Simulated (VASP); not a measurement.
Set up this calculation in VASP 6.6.1, as the native input.

| Item | Value |
| --- | --- |
| Task | single point |
| Functional | PBEsol |
| Potentials or basis | VASP PAW PBE potentials, release 64 (Ta_pv) |
| Cutoff | 520 eV |
| k mesh | 18 × 18 × 18 |
| Occupations | gaussian, width 0.1 eV |
| Spin | no spin polarisation |
| Dipole correction | no |
| Further INCAR settings | ALGO = Normal; EDIFF = 1e-07; NBANDS = 12 |

The structure of Ta lies in POSCAR:

```
Ta
1.0
   -1.6458387191      1.6458387191      1.6458387191
    1.6458387191     -1.6458387191      1.6458387191
    1.6458387191      1.6458387191     -1.6458387191
Ta
1
Direct
    0.0000000000      0.0000000000      0.0000000000
```

One way to write it, as run:

INCAR

```
PREC = Accurate ; ENCUT = 520
EDIFF = 1E-7 ; ISMEAR = 0
SIGMA = 0.1 ; LREAL = F
LASPH = T ; NELM = 100
ALGO = Normal ; ISIF = 2
LWAVE = F ; LCHARG = F
GGA = PS ; NBANDS = 12
```

KPOINTS

```
Automatic mesh
0
Gamma
  18 18 18
```

Potentials or basis: VASP PAW PBE potentials, release 64 (Ta_pv).

The run is started by

```sh
$ cat potpaw_PBE.64/Ta_pv/POTCAR > POTCAR
$ mpirun -np 1 vasp_std > vasp.out
```

Results of the run:

```
Pressure               : -1.9 GPa
Band gap on the k mesh : zero (an odd number of electrons rules out a gap without spin polarisation)
```

Caveat: the PAW data sets were made with another functional, which shifts forces and pressure a little; spin-orbit coupling is left out, which moves the levels of the heavy elements.

It took 55 s on 1 thread of AMD EPYC 7R13, on a shared host, peak memory 0.14 GiB.
